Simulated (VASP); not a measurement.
Runs of VASP 6.6.1 on Mn3Si. It takes space group Fm-3m (No. 225, cubic). Conventional cell: a = 5.722 Å, b = 5.722 Å, c = 5.722 Å, α = 90.00°, β = 90.00°, γ = 90.00°. Within 3.3 Å of Mn (site symmetry m-3m) lie 8 Mn at 2.48 Å and 6 Si at 2.86 Å. Within 3.3 Å of Mn (site symmetry -43m) lie 10 Mn at 2.48 to 2.86 Å and 4 Si at 2.48 Å. Within 3.3 Å of Si (site symmetry m-3m) lie 14 Mn at 2.48 to 2.86 Å. 

```tsv
level	spin	U	fixed moment (μB)	pressure (GPa)	moment (μB)
LDA	collinear, ferrimagnetic start	-	-	-24.0	(c)
LDA	collinear	-	0.21	-30.2	0.21
LDA	collinear, ferrimagnetic start	-	0.42	(a)	0.42
LDA	collinear, ferrimagnetic start	-	0.94	-24.1	0.94
LDA	collinear, ferrimagnetic start	-	0.84	(b)	0.84
LDA+U	collinear, ferrimagnetic start	Mn d U = 8.0 eV	0.63	21.1	0.63
LDA	collinear, zero start	-	0.0	-30.4	0.00
LDA	collinear, ferrimagnetic start	-	0.63	-25.4	0.63
```

Alike in all rows: task single point; potentials or basis VASP PAW LDA potentials, release 64 (Mn_pv, Si); cell as given; k mesh 10 × 10 × 10; cutoff (eV) 520; smearing fermi-dirac 0.05 eV.

Problem. Estimate the missing entries.

Solution. (a) -26.3; (b) -24.6; (c) 1.09.

Caveats: the cell stands under tension (at least some runs); the total moment is fixed, so each spin has its own Fermi level (at least some runs); the cell stands under pressure (at least some runs); the U is typed as a test and isn't derived for this compound (at least some runs).
